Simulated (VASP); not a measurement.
Wanted: the native input for a VASP 6.6.1 run.

* Task: single point
* Functional: PBE
* Potentials or basis: VASP PAW PBE potentials, release 64 (Pb_d)
* Cutoff: 520 eV
* k mesh: 13 × 13 × 13
* Occupations: fermi-dirac, width 0.05 eV
* Spin: non-collinear spin, zero start, spin-orbit coupling
* Starting moments: [[0.0, 0.0, 0.0]] μB
* Dipole correction: no
* Further INCAR settings: ALGO = Normal; EDIFF = 1e-06; NBANDS = 25

The structure of Pb lies in POSCAR:

```
Pb
1.0
    3.2647397550      0.0000000000      0.0000000000
    0.0000000000      3.2647397550      0.0000000000
    0.0000000000      0.0000000000      3.2647397550
Pb
1
Direct
    0.0000000000      0.0000000000      0.0000000000
```

This isn't the form of Pb at room conditions, which is fcc.

One way to write it, as run:

INCAR

```
PREC     = Accurate       # precision mode
ENCUT    = 520            # plane-wave cutoff, eV
EDIFF    = 1E-6           # SCF threshold, eV
ISMEAR   = -1             # smearing method
SIGMA    = 0.05           # smearing width, eV
LREAL    = False          # projectors in reciprocal space
LASPH    = True           # aspherical terms in the spheres
NELM     = 150            # most SCF steps
ALGO     = Normal         # electronic algorithm
ISIF     = 2              # what is computed and relaxed
LWAVE    = False          # write WAVECAR
LCHARG   = True           # write CHGCAR
MAGMOM   = 0 0 0          # initial moments
LORBIT   = 11             # projections on sites
LSORBIT  = True           # spin-orbit coupling
GGA_COMPAT= False        
LORBMOM  = True         
GGA      = PE             # functional
LVHAR    = True         
NBANDS   = 25             # bands
```

KPOINTS

```
regular mesh
0
Gamma
  13 13 13
```

Potentials or basis: VASP PAW PBE potentials, release 64 (Pb_d).

Run with:

```sh
$ cat potpaw_PBE.64/Pb_d/POTCAR > POTCAR
$ mpirun -np 1 vasp_ncl > vasp.out
```

It gave:

The pressure is 0.0 GPa, the net moment is 0.00 μB per cell and the valence electrons inside the program's atomic spheres are Pb 11.97.

Run time: 2.2 min on 1 thread of Intel Xeon 8259CL, on a shared host, peak memory 0.26 GiB.
